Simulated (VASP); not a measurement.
Yb: single point with PBE

The system is Yb.

```
CELL_PARAMETERS angstrom
0.00000 4.31586 4.31586
4.31586 0.00000 4.31586
4.31586 4.31586 0.00000
ATOMIC_POSITIONS crystal
Yb 0.00000 0.00000 0.00000
Yb 0.25000 0.25000 0.25000
```

This isn't the form of Yb at room conditions, which is fcc.

| Quantity | Value |
| --- | --- |
| Program | VASP 6.6.1 |
| Task | single point |
| Functional | PBE |
| Potentials or basis | VASP PAW PBE potentials, release 64 (Yb) |
| Cutoff | 520 eV |
| k mesh | 11 × 11 × 11 |
| Occupations | fermi-dirac, width 0.0612256 eV |
| Spin | no spin polarisation |

- Pressure: 0.5 GPa
- Band gap on the k mesh: zero (bands 24 and 25 overlap by 1.08 eV)

Levels at points of the mesh, in eV from the Fermi level:
| k point | band 22 | band 23 | band 24 | band 25 | band 26 | band 27 |
| --- | --- | --- | --- | --- | --- | --- |
| (0.00, 0.00, 0.00) | -0.37 | -0.37 | 0.94 | 0.94 | 0.94 | 1.17 |

It took 7.5 min on 1 thread of Intel(R) Xeon(R) 6975P-C (Granite Rapids), with other jobs on the host, peak memory 0.46 GiB.

Caveat: spin-orbit coupling is left out, which moves the levels of the heavy elements. Spin polarisation is off, so any magnetic state and its effect on volume and gap are missing.
